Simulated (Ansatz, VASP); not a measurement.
Given: the input of a run of VASP 6.6.1 on Re.

The input POSCAR:

```
Re
1.0
    2.7099146624      0.0000000000      0.0000000000
   -1.3549573311      2.3468549397      0.0000000000
    0.0000000000      0.0000000000      8.7563685467
Re
4
Direct
    0.6666666667      0.3333333333      0.7500000000
    0.0000000000      0.0000000000      0.5000000000
    0.3333333333      0.6666666667      0.2500000000
    0.0000000000      0.0000000000      0.0000000000
```

File INCAR.step1:

```
PREC = Accurate
ENCUT = 520
ISMEAR = -1
SIGMA = 0.05
LREAL = F
LASPH = T
NELM = 150
MAGMOM = 0 0 0 0 0 0 0 0 0 0 0 0
LSORBIT = T
GGA_COMPAT = F
LMAXMIX = 4
NBANDS = 42
GGA = PE
ALGO = Normal
EDIFF = 1E-4
LWAVE = T
LCHARG = F
```

INCAR.step2

```
PREC = Accurate
ENCUT = 520
EDIFF = 1E-6
ISMEAR = -1
SIGMA = 0.05
LREAL = F
LASPH = T
NELM = 150
ALGO = Normal
ISIF = 2
LWAVE = F
LCHARG = F
MAGMOM = 0 0 0 0 0 0 0 0 0 0 0 0
LORBIT = 11
LSORBIT = T
GGA_COMPAT = F
LORBMOM = T
LMAXMIX = 4
METAGGA = R2SCAN
LMIXTAU = T
NBANDS = 42
ISTART = 1
```

File KPOINTS:

```
regular mesh
0
Gamma
  11 11 3
```

Potentials or basis: VASP PAW PBE potentials, release 64 (Re).

Command:

```sh
$ cat potpaw_PBE.64/Re/POTCAR > POTCAR
$ cp INCAR.step1 INCAR
$ mpirun -np 1 vasp_ncl > vasp.out
$ cp INCAR.step2 INCAR
$ mpirun -np 1 vasp_ncl > vasp.out
```

Question: Set up the same calculation for Ansatz 0.2.0. Potentials there: Ansatz PAW.

Answer: As run (the cutoff follows the program's own potentials):

The input input.yaml:

```yaml
crystal:
  lattice:
    - [2.7099146624, 0.0, 0.0]
    - [-1.3549573311, 2.3468549397, 0.0]
    - [0.0, 0.0, 8.7563685467]
  atoms:
    - { symbol: Re, position: [0.6666666667, 0.3333333333, 0.75] }
    - { symbol: Re, position: [0.0, 0.0, 0.5] }
    - { symbol: Re, position: [0.3333333333, 0.6666666667, 0.25] }
    - { symbol: Re, position: [0.0, 0.0, 0.0] }
hamiltonian:
  xc: r2scan
  pseudopotentials: { kind: paw_fr }
magnetization:
  noncollinear: true
  spin_orbit: true
kpoints:
  mp_grid: { grid: [11, 11, 3] }
scf:
  occupations: { method: fermi_dirac, width: 0.05 }
output:
  forces: true
  stress: true
  eigenvalues: true
```

Potentials or basis: Ansatz PAW.

The run is started by

```console
$ ansatz run input.yaml --threads 2 --pin off --max-ram 5120MiB --backend cpu --events-out ev --progress --plain --runs-dir out
```

Both were run:

|  | VASP | Ansatz | Ansatz less VASP |
| --- | --- | --- | --- |
| pressure (GPa) | 24.7 | 24.0 | -0.66 |
| traceless stress, the component that is largest in VASP (GPa) | 0.12 | 0.10 | -0.022 |

VASP's potentials were made for PBE, not for r2SCAN. The functional is the same, so the differences come from potentials, cutoffs and numerics. VASP's potentials hold 28 valence electrons a cell and Ansatz's 60, so a difference there can come from the potentials and not from the codes.
